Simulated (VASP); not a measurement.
Write the native input for VASP 6.6.1 that does the following.

- Task: single point
- Functional: r2SCAN
- Potentials or basis: VASP PAW PBE potentials, release 64 (Zn, Se)
- Cutoff: 520 eV
- k mesh: 8 × 8 × 8
- Occupations: gaussian, width 0.05 eV
- Spin: no spin polarisation
- Dipole correction: no
- Further INCAR settings: ALGO = Normal; EDIFF = 1e-06; NBANDS = 16

Crystal: ZnSe.

```
Zn Se
1.0
     0.00000    2.83295    2.60631
     2.83295    0.00000    2.60631
     2.83295    2.83295    0.00000
Zn Se
1 1
Direct
  0.00000 0.00000 0.00000
  0.75000 0.75000 0.75000
```

This cell differs from its parent crystal: strain +0.000 along x and y, -0.080 along z.

The input as run:

POSCAR

```
ZnSe
1.0
    0.0000000000      2.8329452336      2.6063096149
    2.8329452336      0.0000000000      2.6063096149
    2.8329452336      2.8329452336      0.0000000000
Zn Se
1 1
Direct
    0.0000000000      0.0000000000      0.0000000000
    0.7500000000      0.7500000000      0.7500000000
```

INCAR.step1

```
ALGO = Normal ; EDIFF = 1E-4
ENCUT = 520 ; GGA = PE
ISMEAR = 0 ; LASPH = True
LCHARG = False ; LREAL = False
LWAVE = True ; NBANDS = 16
NELM = 100 ; PREC = Accurate
SIGMA = 0.05
```

INCAR.step2

```
ALGO = Normal ; EDIFF = 1E-6
ENCUT = 520 ; ISIF = 2
ISMEAR = 0 ; ISTART = 1
LASPH = True ; LCHARG = False
LMIXTAU = True ; LREAL = False
LWAVE = False ; METAGGA = R2SCAN
NBANDS = 16 ; NELM = 100
PREC = Accurate ; SIGMA = 0.05
```

KPOINTS

```
k-points
0
Gamma
  8 8 8
```

Potentials or basis: VASP PAW PBE potentials, release 64 (Zn, Se).

The run is started by

```bash
$ cat potpaw_PBE.64/Zn/POTCAR potpaw_PBE.64/Se/POTCAR > POTCAR
$ cp INCAR.step1 INCAR
$ mpirun -np 1 vasp_std > vasp.out
$ cp INCAR.step2 INCAR
$ mpirun -np 1 vasp_std > vasp.out
```

Results of the run:

| Quantity | Value |
| --- | --- |
| Pressure | 6.5 GPa |
| Band gap on the k mesh | 2.04 eV |

Caveat: the cell differs from its parent crystal (strain +0.000 along x and y, -0.080 along z); the cell stands under pressure; the PAW data sets were made with another functional, which shifts forces and pressure a little.

Wall time 2.7 min on 1 thread of Intel Xeon 8259CL, with other jobs on the host, peak memory 0.2 GiB.
